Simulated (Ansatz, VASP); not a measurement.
# SiF2: VASP beside Ansatz

```
Si F
1.0
    15.00000    0.00000    0.00000
     0.00000   15.50000    0.00000
     0.00000    0.00000   16.00000
Si F
1 2
Direct
  0.49943 0.49938 0.45734
  0.58306 0.50137 0.52034
  0.41751 0.49925 0.52231
```

Alike in both runs: functional PBEsol; k mesh 1 × 1 × 1; occupations gaussian, width 0.005 eV; no spin polarisation.

Ansatz relaxed the structure, and its values are those at the end. VASP's run is a single point on that final structure, the one shown.

```csv
,VASP,Ansatz
version,VASP 6.6.1,Ansatz 0.2.0
potentials or method,"VASP PAW PBE potentials, release 64 (Si, F), cutoff 520 eV","scalar-relativistic, plane waves, PAW"
valence electrons in the cell,18,18
```

|  | VASP | Ansatz | Ansatz less VASP |
| --- | --- | --- | --- |
| gap on the k mesh at the Fermi level (eV) | 4.12 | 4.10 | -0.019 |
| rms of the force components (eV/Å) | 0.172 | 0.001 | -0.1714 |

VASP's potentials were made for PBE, not for PBEsol. One of these differences is far larger than is usual between the two programs; its cause wasn't traced.
